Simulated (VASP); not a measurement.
# BAs (F-43m) in VASP: further runs

The runs below take BAs through vibrations by perturbation theory, elastic constants, with PBEsol.

Everything below comes from runs of VASP 6.6.1. Logs are shortened: lines on timing, memory, paths and dates and some standing lists are left out, and cuts for length are marked.

## 1. The cell of the first run

The structure is cubic, space group F-43m (No. 216). The conventional cell has a = 4.777 Å, b = 4.777 Å, c = 4.777 Å, α = 90.00°, β = 90.00°, γ = 90.00°. Within 2.7 Å of As (site symmetry -43m) lie 4 B at 2.07 Å. B (site symmetry -43m) has 4 As at 2.07 Å within 2.7 Å.

## 2. Vibrations by perturbation theory, PBEsol

File INCAR:

```
SYSTEM = BAs
PREC = Accurate ; ENCUT = 520
EDIFF = 1E-8 ; ISMEAR = 0
SIGMA = 0.01 ; LREAL = .FALSE.
LASPH = .TRUE. ; NELM = 60
ALGO = Normal ; ISIF = 2
LWAVE = .FALSE. ; LCHARG = .FALSE.
GGA = PS ; NBANDS = 11
IBRION = 8 ; NSW = 1
LEPSILON = .TRUE.
```

File KPOINTS:

```
Automatic mesh
0
G
  7 7 7
  0 0 0
```

File POSCAR:

```
BAs
1.0
    0.0000000000      2.3885000000      2.3885000000
    2.3885000000      0.0000000000      2.3885000000
    2.3885000000      2.3885000000      0.0000000000
As B
1 1
Direct
    0.7500000000      0.7500000000      0.7500000000
    0.0000000000      0.0000000000      0.0000000000
```

Potentials or basis: VASP PAW PBE potentials, release 64 (As, B).

The run is started by

```console
$ cat potpaw_PBE.64/As/POTCAR potpaw_PBE.64/B/POTCAR > POTCAR
$ mpirun -np 1 vasp_std > vasp.out
```

OUTCAR:

```text
SYSTEM = BAs
   PREC = Accurate
   ENCUT = 520
   EDIFF = 1E-8
   ISMEAR = 0
   LREAL = .FALSE.
   LASPH = .TRUE.
   NELM = 60
   ISIF = 2
   GGA = PS
   IBRION = 8
   NSW = 1
   LEPSILON = .TRUE.

 ion  position               nearest neighbor table
   1  0.750  0.750  0.750-   2 2.07   2 2.07   2 2.07   2 2.07
   2  0.000  0.000  0.000-   1 2.07   1 2.07   1 2.07   1 2.07

  LATTYP: Found a face centered cubic cell.
 ALAT       =     4.7770000000

  Lattice vectors:

 A1 = (   0.0000000000,   2.3885000000,   2.3885000000)
 A2 = (   2.3885000000,   0.0000000000,   2.3885000000)
 A3 = (   2.3885000000,   2.3885000000,   0.0000000000)

Analysis of symmetry for initial positions (statically):
=====================================================================
 Subroutine PRICEL returns:
 Original cell was already a primitive cell.

 Routine SETGRP: Setting up the symmetry group for a
 face centered cubic supercell.

 Subroutine GETGRP returns: Found 24 space group operations
 (whereof 24 operations were pure point group operations)
 out of a pool of 48 trial point group operations.

The static configuration has the point symmetry T_d .

Analysis of symmetry for dynamics (positions and initial velocities):
=====================================================================
 Subroutine PRICEL returns:
 Original cell was already a primitive cell.

 Routine SETGRP: Setting up the symmetry group for a
 face centered cubic supercell.

 Subroutine GETGRP returns: Found 24 space group operations
 (whereof 24 operations were pure point group operations)
 out of a pool of 48 trial point group operations.

The dynamic configuration has the point symmetry T_d .

 Subroutine INISYM returns: Found 24 space group operations
 (whereof 24 operations are pure point group operations),
 and found     1 'primitive' translations

----------------------------------------------------------------------------------------

                                     Primitive cell

  volume of cell :      27.2525

  direct lattice vectors                    reciprocal lattice vectors
     0.000000000  2.388500000  2.388500000    -0.209336404  0.209336404  0.209336404
     2.388500000  0.000000000  2.388500000     0.209336404 -0.209336404  0.209336404
     2.388500000  2.388500000  0.000000000     0.209336404  0.209336404 -0.209336404

  length of vectors
     3.377849094  3.377849094  3.377849094     0.362581287  0.362581287  0.362581287

  position of ions in fractional coordinates (direct lattice)
     0.750000000  0.750000000  0.750000000
     0.000000000  0.000000000  0.000000000

  ion indices of the primitive-cell ions
   primitive index   ion index
                 1           1
                 2           2

----------------------------------------------------------------------------------------

 KPOINTS: Automatic mesh

Automatic generation of k-mesh.
 Grid dimensions read from file:
 generate k-points for:    7    7    7

 Generating k-lattice:

  Cartesian coordinates                     Fractional coordinates (reciprocal lattice)
[... 421 lines left out ...]

 Free energy of the ion-electron system (eV)
  ---------------------------------------------------
  ---------------------------------------------------
  free energy    TOTEN  =        -0.78229580 eV

  energy without entropy =       -0.78229580

------------------------ aborting loop because EDIFF is reached ----------------------------------------

--------------------------------------- Ionic step        2  -------------------------------------------

------------------------ aborting loop because EDIFF is reached ----------------------------------------

--------------------------------------- Ionic step        3  -------------------------------------------

------------------------ aborting loop because EDIFF is reached ----------------------------------------

 PIEZOELECTRIC TENSOR FIELD DIRECTION 3  (e Angst)
 -----------------------------------------------------------------------------
     0.00006 -0.12866  0.00000           (  0.00000 -0.10349  0.00000)
    -0.12866  0.00006  0.00000           ( -0.10349  0.00000  0.00000)
     0.00000  0.00000 -0.00085           (  0.00000  0.00000 -0.00000)

 PIEZOELECTRIC TENSOR FIELD DIRECTION 3  (C/m^2)
 -----------------------------------------------------------------------------
     0.00003 -0.07564  0.00000
    -0.07564  0.00003  0.00000
     0.00000  0.00000 -0.00050

--------------------------------------- Ionic step        4  -------------------------------------------

------------------------ aborting loop because EDIFF is reached ----------------------------------------

[... ionic steps 5 to 6 ...]

--------------------------------------- Ionic step        7  -------------------------------------------

 Free energy of the ion-electron system (eV)
  ---------------------------------------------------
  ---------------------------------------------------
  free energy    TOTEN  =        -0.04039036 eV

  energy without entropy =       -0.04039036

------------------------ aborting loop because EDIFF is reached ----------------------------------------

 INTERNAL STRAIN TENSOR  FOR ION    2  DIRECTION 1   (eV/Angst):
 -----------------------------------------------------------------------------
    -0.00368  0.00000  0.00000
     0.00000  0.00099 -7.46717
     0.00000 -7.46717  0.00099

 MACROSCOPIC STATIC DIELECTRIC TENSOR (including local field effects in DFT)
 ------------------------------------------------------
          10.704231    -0.000000     0.000000
           0.000000    10.704231     0.000000
           0.000000     0.000000    10.704231
 ------------------------------------------------------

 PIEZOELECTRIC TENSOR (including local field effects)  for field in x, y, z        (e  Angst)
          XX          YY          ZZ          XY          YZ          ZX
  --------------------------------------------------------------------------------
  x     0.00000     0.00000    -0.00000     0.00000    -0.11815     0.00000
  y     0.00000     0.00000    -0.00000     0.00000     0.00000    -0.11815
  z    -0.00000    -0.00000     0.00000    -0.11815     0.00000     0.00000

 PIEZOELECTRIC TENSOR (including local field effects)  for field in x, y, z        (C/m^2)
          XX          YY          ZZ          XY          YZ          ZX
  --------------------------------------------------------------------------------
  x     0.00000     0.00000    -0.00000     0.00000    -0.06946     0.00000
  y     0.00000     0.00000    -0.00000     0.00000     0.00000    -0.06946
  z    -0.00000    -0.00000     0.00000    -0.06946     0.00000     0.00000

 BORN EFFECTIVE CHARGES (including local field effects) (in |e|, cummulative output)
 ---------------------------------------------------------------------------------
 ion    1
    1     0.48986     0.00000     0.00000
    2    -0.00000     0.48986     0.00000
    3     0.00000     0.00000     0.48986
 ion    2
    1    -0.48986     0.00000     0.00000
    2     0.00000    -0.48986     0.00000
    3     0.00000     0.00000    -0.48986

 INTERNAL STRAIN TENSOR FOR ION    2 for displacements in x,y,z  (eV/Angst):
          X           Y           Z          XY          YZ          ZX
  --------------------------------------------------------------------------------
  x     0.00000     0.00000     0.00000     0.00000    -7.46717     0.00000
  y     0.00000     0.00000     0.00000     0.00000     0.00000    -7.46717
  z     0.00000     0.00000     0.00000    -7.46717     0.00000     0.00000

 SECOND DERIVATIVES (NOT SYMMETRIZED)
 ------------------------------------
               1X          1Y          1Z          2X          2Y          2Z
  1X   -16.678804    0.000000    0.000000   16.678804    0.000000    0.000000
  1Y     0.000000  -16.678804    0.000000    0.000000   16.678804    0.000000
  1Z     0.000000    0.000000  -16.678804    0.000000    0.000000   16.678804
  2X    16.683161    0.000000    0.000000  -16.683161    0.000000    0.000000
  2Y     0.000000   16.683161    0.000000    0.000000  -16.683161    0.000000
  2Z     0.000000    0.000000   16.683161    0.000000    0.000000  -16.683161

 Eigenvectors and eigenvalues of the dynamical matrix
 ----------------------------------------------------

   1 f  =   20.773953 THz   130.526597 2PiTHz  692.944486 cm-1    85.914128 meV
             X         Y         Z           dx          dy          dz
      3.582750  3.582750  3.582750     0.355066   -0.000000    0.000000
      0.000000  0.000000  0.000000    -0.934841   -0.000000   -0.000000
[... 21 lines left out ...]
   6 f/i=    0.000901 THz     0.005659 2PiTHz    0.030045 cm-1     0.003725 meV
             X         Y         Z           dx          dy          dz
      3.582750  3.582750  3.582750     0.131709    0.554142    0.741287
      0.000000  0.000000  0.000000     0.050025    0.210471    0.281552

--------------------------------------------------------------------------------------------------------

 MACROSCOPIC STATIC DIELECTRIC TENSOR IONIC CONTRIBUTION
 ------------------------------------------------------
           0.095518    -0.000000     0.000000
          -0.000000     0.095518     0.000000
           0.000000     0.000000     0.095518
 ------------------------------------------------------

 ELASTIC MODULI CONTR FROM IONIC RELAXATION (kBar)
 Direction    XX          YY          ZZ          XY          YZ          ZX
 --------------------------------------------------------------------------------
 XX          -0.0000      0.0000      0.0000     -0.0000      0.0000      0.0000
 YY           0.0000     -0.0000     -0.0000     -0.0000     -0.0000      0.0000
 ZZ           0.0000     -0.0000     -0.0000      0.0000     -0.0000      0.0000
 XY          -0.0000     -0.0000      0.0000   -188.5099      0.0000      0.0000
 YZ           0.0000     -0.0000     -0.0000      0.0000   -188.5099      0.0000
 ZX           0.0000      0.0000      0.0000      0.0000      0.0000   -188.5099
 --------------------------------------------------------------------------------

 PIEZOELECTRIC TENSOR IONIC CONTR  for field in x, y, z        (C/m^2)
          XX          YY          ZZ          XY          YZ          ZX
  --------------------------------------------------------------------------------
  x    -0.00000     0.00000     0.00000     0.00000     0.12626     0.00000
  y    -0.00000    -0.00000    -0.00000     0.00000    -0.00000     0.12626
  z     0.00000     0.00000    -0.00000     0.12626     0.00000     0.00000
```

It took 2 min on 1 thread of Intel Xeon Platinum 8488C (Sapphire Rapids), shared host; peak memory 0.21 GiB.

What came out:

| Property | Result |
| --- | --- |
| Electronic dielectric tensor (diagonal) | 10.70 |
| Born charges (mean of the diagonal) | As +0.49; B -0.49 e |
| Highest phonon frequency at Γ, LO-TO splitting left out | 693 cm⁻¹ |

Phonon frequencies in cm⁻¹ (negative: imaginary):
```csv
q point,frequencies
"(0.000, 0.000, 0.000)",0 0 0 693 693 693
```

Electronic dielectric tensor:
```
10.70  0.00  0.00
 0.00 10.70  0.00
 0.00  0.00 10.70
```

Born effective charge tensors (e):
atom 1, As
```
0.49 0.00 0.00
0.00 0.49 0.00
0.00 0.00 0.49
```
atom 2, B
```
-0.49  0.00  0.00
 0.00 -0.49  0.00
 0.00  0.00 -0.49
```

Caveat: the PAW data sets were made with another functional, which shifts forces and pressure a little.

## 3. Elastic constants, PBEsol

File INCAR:

```
PREC = Accurate ; ENCUT = 600
EDIFF = 1E-8 ; ISMEAR = 0
SIGMA = 0.01 ; LREAL = F
LASPH = T ; NELM = 100
ALGO = Normal ; ISIF = 3
LWAVE = F ; LCHARG = F
GGA = PS ; IBRION = 6
NFREE = 2 ; POTIM = 0.015
NSW = 1
```

File KPOINTS:

```
Automatic mesh
0
Gamma
  7 7 7
```

POSCAR is that of step 2.

Potentials or basis: VASP PAW PBE potentials, release 64 (As, B).

The run is started by

```console
$ cat potpaw_PBE.64/As/POTCAR potpaw_PBE.64/B/POTCAR > POTCAR
$ mpirun -np 1 vasp_std > vasp.out
```

OUTCAR:

```text
PREC = Accurate
   ENCUT = 600
   EDIFF = 1E-8
   ISMEAR = 0
   LREAL = F
   LASPH = T
   NELM = 100
   ISIF = 3
   GGA = PS
   IBRION = 6
   NFREE = 2
   POTIM = 0.015
   NSW = 1

 ion  position               nearest neighbor table
   1  0.750  0.750  0.750-   2 2.07   2 2.07   2 2.07   2 2.07
   2  0.000  0.000  0.000-   1 2.07   1 2.07   1 2.07   1 2.07

  LATTYP: Found a face centered cubic cell.
 ALAT       =     4.7770000000

  Lattice vectors:

 A1 = (   0.0000000000,   2.3885000000,   2.3885000000)
 A2 = (   2.3885000000,   0.0000000000,   2.3885000000)
 A3 = (   2.3885000000,   2.3885000000,   0.0000000000)

Analysis of symmetry for initial positions (statically):
=====================================================================
 Subroutine PRICEL returns:
 Original cell was already a primitive cell.

 Routine SETGRP: Setting up the symmetry group for a
 face centered cubic supercell.

 Subroutine GETGRP returns: Found 24 space group operations
 (whereof 24 operations were pure point group operations)
 out of a pool of 48 trial point group operations.

The static configuration has the point symmetry T_d .

Analysis of symmetry for dynamics (positions and initial velocities):
=====================================================================
 Subroutine PRICEL returns:
 Original cell was already a primitive cell.

 Routine SETGRP: Setting up the symmetry group for a
 face centered cubic supercell.
[... 621 lines left out ...]
  in kB        0.6156518      0.8210662      0.8210662      0.0000000      6.6531425      0.0000000
  external PRESSURE =       0.7525948 kB  Pullay stress =       0.0000000 kB
[... 17 lines left out ...]
  FREE ENERGIE OF THE ION-ELECTRON SYSTEM (eV)
  ---------------------------------------------------
  free  energy   TOTEN  =       -12.1960716723 eV

  energy  without entropy=      -12.1960716723  energy(sigma->0) =      -12.19607167

 INTERNAL STRAIN TENSORS FROM STRAINED CELLS
 ============================================

 INTERNAL STRAIN TENSOR FOR ION    1 for displacements in x,y,z  (eV/Angst):
          X           Y           Z          XY          YZ          ZX
  --------------------------------------------------------------------------------
  x     0.00000     0.00000    -0.00000     0.00000     7.53683    -0.00000
  y     0.00000     0.00000    -0.00000     0.00000     0.00000     7.53679
  z     0.00000     0.00000    -0.00000     7.53677     0.00000     0.00000

 INTERNAL STRAIN TENSORS FROM DISPLACED ATOMS
 ============================================

 INTERNAL STRAIN TENSOR FOR ION    1 for displacements in x,y,z  (eV/Angst):
          X           Y           Z          XY          YZ          ZX
  --------------------------------------------------------------------------------
  x     0.00000     0.00000     0.00000     0.00000     7.53364     0.00000
  y    -0.00000    -0.00000    -0.00000     0.00000     0.00000     7.53364
  z     0.00000     0.00000     0.00000     7.53364     0.00000     0.00000

 INTERNAL STRAIN TENSOR FOR ION    2 for displacements in x,y,z  (eV/Angst):
          X           Y           Z          XY          YZ          ZX
  --------------------------------------------------------------------------------
  x     0.00000     0.00000     0.00000     0.00000    -7.53993     0.00000
  y    -0.00000    -0.00000    -0.00000     0.00000     0.00000    -7.53993
  z     0.00000     0.00000     0.00000    -7.53993     0.00000     0.00000

 Eigenvectors and eigenvalues of the dynamical matrix
 ----------------------------------------------------

   1 f  =   20.766437 THz   130.479374 2PiTHz  692.693788 cm-1    85.883045 meV
             X         Y         Z           dx          dy          dz
      3.582750  3.582750  3.582750     0.000000    0.355107    0.000000
      0.000000  0.000000  0.000000     0.000000   -0.934826    0.000000
[... 21 lines left out ...]
   6 f/i=    0.000007 THz     0.000041 2PiTHz    0.000220 cm-1     0.000027 meV
             X         Y         Z           dx          dy          dz
      3.582750  3.582750  3.582750    -0.098658    0.897899   -0.240712
      0.000000  0.000000  0.000000    -0.037477    0.341080   -0.091438

--------------------------------------------------------------------------------------------------------

 ELASTIC MODULI CONTR FROM IONIC RELAXATION (kBar)
 Direction    XX          YY          ZZ          XY          YZ          ZX
 --------------------------------------------------------------------------------
 XX          -0.0000     -0.0000     -0.0000      0.0000      0.0000     -0.0000
 YY          -0.0000     -0.0000     -0.0000      0.0000      0.0000     -0.0000
 ZZ          -0.0000     -0.0000     -0.0000      0.0000      0.0000     -0.0000
 XY           0.0000      0.0000      0.0000   -200.3212      0.0000      0.0000
 YZ           0.0000      0.0000      0.0000      0.0000   -200.3212      0.0000
 ZX          -0.0000     -0.0000     -0.0000      0.0000      0.0000   -200.3212
 --------------------------------------------------------------------------------

 TOTAL ELASTIC MODULI (kBar)
 Direction    XX          YY          ZZ          XY          YZ          ZX
 --------------------------------------------------------------------------------
 XX        2765.2030    735.0605    735.0605      0.0000      0.0000     -0.0000
 YY         735.0605   2765.2030    735.0605     -0.0000      0.0000     -0.0000
 ZZ         735.0605    735.0605   2765.2030      0.0000      0.0000     -0.0000
 XY           0.0000     -0.0000      0.0000   1484.7489      0.0000      0.0000
 YZ           0.0000      0.0000      0.0000      0.0000   1484.7489      0.0000
 ZX          -0.0000     -0.0000     -0.0000      0.0000      0.0000   1484.7489
 --------------------------------------------------------------------------------
```

OSZICAR:

```text
N       E                     dE             d eps       ncg     rms          rms(c)
DAV:   1     0.211428088404E+02    0.21143E+02   -0.44324E+03   320   0.102E+03
DAV:   2    -0.123036512226E+02   -0.33446E+02   -0.31951E+02   488   0.118E+02
DAV:   3    -0.128070274575E+02   -0.50338E+00   -0.50338E+00   344   0.205E+01
[... 178 lines left out ...]
DAV:   2    -0.121962269869E+02    0.10989E-03   -0.39161E-03  1456   0.536E-01    0.763E-02
DAV:   3    -0.121960690903E+02    0.15790E-03   -0.63155E-04  1264   0.165E-01    0.109E-02
DAV:   4    -0.121960715000E+02   -0.24097E-05   -0.27084E-05  1176   0.471E-02    0.649E-03
DAV:   5    -0.121960716793E+02   -0.17934E-06   -0.89483E-07  1496   0.793E-03    0.686E-04
DAV:   6    -0.121960716723E+02    0.70139E-08   -0.59678E-08  1136   0.180E-03
  17 F= -.12196072E+02 E0= -.12196072E+02  d E =-.212539E-57
```

Run time: 2.5 min. Hardware: 1 thread of Intel Xeon Platinum 8488C (Sapphire Rapids), shared host; peak memory 0.2 GiB.

What came out:

| Item | Value |
| --- | --- |
| Elastic constants C11, C12, C44 | 277, 74, 148 GPa |
| Voigt bulk modulus | 141 GPa |
| Highest phonon frequency at Γ, LO-TO splitting left out | 693 cm⁻¹ |

Phonon frequencies in cm⁻¹ (negative: imaginary):
```
              q point        frequencies
(0.000, 0.000, 0.000)  0 0 0 693 693 693
```

Elastic tensor in Voigt notation (GPa, in the Cartesian axes of the cell as first typed):
```
277  74  74   0   0   0
 74 277  74   0   0   0
 74  74 277   0   0   0
  0   0   0 148   0   0
  0   0   0   0 148   0
  0   0   0   0   0 148
```

Clamped-ion elastic tensor (GPa):
```
277  74  74   0   0   0
 74 277  74   0   0   0
 74  74 277   0   0   0
  0   0   0 169   0   0
  0   0   0   0 169   0
  0   0   0   0   0 169
```

Caveat: the PAW data sets were made with another functional, which shifts forces and pressure a little.
